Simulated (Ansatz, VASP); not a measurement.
## One calculation of HgSe, two programs

Contents of INCAR:

```
SYSTEM = HgSe
  PREC = Accurate
  ENCUT = 500
  EDIFF = 1E-6
  ISMEAR = 0
  SIGMA = 0.1
  LREAL = .False.
  LASPH = .True.
  NELM = 120
  ALGO = Normal
  ISIF = 2
  LWAVE = .False.
  LCHARG = .False.
  GGA = PS
  NBANDS = 16
  GGA_COMPAT = .False.
```

KPOINTS

```
Automatic mesh
0
Gamma
  12 12 12
  0 0 0
```

POSCAR

```
HgSe
1.0
    0.0000000000      3.0669769427      3.0669769427
    3.0669769427      0.0000000000      3.0669769427
    3.0669769427      3.0669769427      0.0000000000
Hg Se
1 1
Direct
    0.0000000000      0.0000000000      0.0000000000
    0.2500000000      0.2500000000      0.2500000000
```

Input for Ansatz:

```yaml
crystal:
  lattice:
    - [0.0, 3.0669769427, 3.0669769427]
    - [3.0669769427, 0.0, 3.0669769427]
    - [3.0669769427, 3.0669769427, 0.0]
  atoms:
    - { symbol: Hg, position: [0.0, 0.0, 0.0] }
    - { symbol: Se, position: [0.25, 0.25, 0.25] }
basis:
  ecutwfc: 420
kpoints:
  mp_grid: { grid: [12, 12, 12] }
  band_path:
    path:
      - [0.0, 0.0, 0.0]
      - [-0.5, -0.5, 0.0]
      - [-0.375, -0.375, 0.25]
      - [-0.375, 0.0, 0.375]
      - [0.0, 0.0, 0.5]
      - [-0.5, -0.25, 0.25]
    npoints: 1
hamiltonian:
  xc: pbesol
scf:
  occupations: { method: gaussian, width: 0.1 }
  n_extra_bands: 4
output:
  forces: true
  stress: true
  eigenvalues: true
  write_density: true
  write_potential: true
  elf: true
  volumetric_format: npy
```

Alike in both runs: task single point; functional PBEsol; k mesh 12 × 12 × 12; occupations gaussian, width 0.1 eV; no spin polarisation.

```csv
,VASP,Ansatz
version,VASP 6.6.1,Ansatz 0.2.0
potentials or method,"VASP PAW PBE potentials, release 64 (Hg, Se), cutoff 500 eV","scalar-relativistic, plane waves, PAW"
valence electrons in the cell,18,36
```

```tsv
	VASP	Ansatz	Ansatz less VASP
gap on the k mesh at the Fermi level (eV)	none	none	-
pressure (GPa)	0.3	0.0	-0.28
```

VASP's potentials were made for PBE, not for PBEsol. A gap of «none» marks a metal or a gap that the smearing closes. VASP's potentials hold 18 valence electrons a cell and Ansatz's 36, so a difference there can come from the potentials and not from the codes.

Neither program's run includes spin-orbit coupling.
